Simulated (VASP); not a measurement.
Here is a VASP 6.6.1 calculation.

POSCAR

```
Al3GaN4
1.0
    5.0380821729      0.0000000000      0.0000450499
    0.0000000000      3.1249488270      0.0000000000
   -0.0031768959      0.0000000000      5.3292371247
Al Ga N
3 1 4
Direct
    0.4997584767      0.5000000000      0.1677264242
    0.0000833482      0.5000000000      0.8345686809
    0.0004488449      0.0000000000      0.3311169942
    0.4985839173      0.0000000000      0.6667473252
    0.1111385165      0.0000000000      0.6677932141
    0.1234184275      0.5000000000      0.1685733980
    0.6261063409      0.5000000000      0.8391552742
    0.6240611278      0.0000000000      0.3243196891
```

Contents of INCAR.step1:

```
PREC     = Accurate       # precision mode
ENCUT    = 520            # plane-wave cutoff, eV
ISMEAR   = 0              # smearing method
SIGMA    = 0.02           # smearing width, eV
LREAL    = F              # projectors in reciprocal space
LASPH    = T              # aspherical terms in the spheres
NELM     = 100            # most SCF steps
NBANDS   = 31             # bands
GGA      = PE             # functional
ALGO     = Normal         # electronic algorithm
EDIFF    = 1E-4           # SCF threshold, eV
LWAVE    = T              # write WAVECAR
LCHARG   = F              # write CHGCAR
```

File INCAR.step2:

```
PREC     = Accurate       # precision mode
ENCUT    = 520            # plane-wave cutoff, eV
EDIFF    = 1E-6           # SCF threshold, eV
ISMEAR   = 0              # smearing method
SIGMA    = 0.02           # smearing width, eV
LREAL    = F              # projectors in reciprocal space
LASPH    = T              # aspherical terms in the spheres
NELM     = 100            # most SCF steps
ALGO     = Normal         # electronic algorithm
ISIF     = 2              # what is computed and relaxed
LWAVE    = F              # write WAVECAR
LCHARG   = F              # write CHGCAR
METAGGA  = R2SCAN         # meta-GGA
LMIXTAU  = T            
NBANDS   = 31             # bands
ISTART   = 1
```

The input KPOINTS:

```
Automatic mesh
0
Gamma
  6 8 4
```

Potentials or basis: VASP PAW PBE potentials, release 64 (Al, Ga_d, N).

The run is started by

```console
$ cat potpaw_PBE.64/Al/POTCAR potpaw_PBE.64/Ga_d/POTCAR potpaw_PBE.64/N/POTCAR > POTCAR
$ cp INCAR.step1 INCAR
$ mpirun -np 1 vasp_std > vasp.out
$ cp INCAR.step2 INCAR
$ mpirun -np 1 vasp_std > vasp.out
```

Task: What does it give for the band gap on the k mesh?

Result: 4.29 eV, direct.

Task: Estimate the pressure.

Result: 3.3 GPa.

Stress tensor (GPa, compression positive):
```
1.59 0.00 0.01
0.00 2.20 0.00
0.01 0.00 6.11
```

Caveat: the PAW data sets were made with another functional, which shifts forces and pressure a little. A k mesh can miss the band edges.
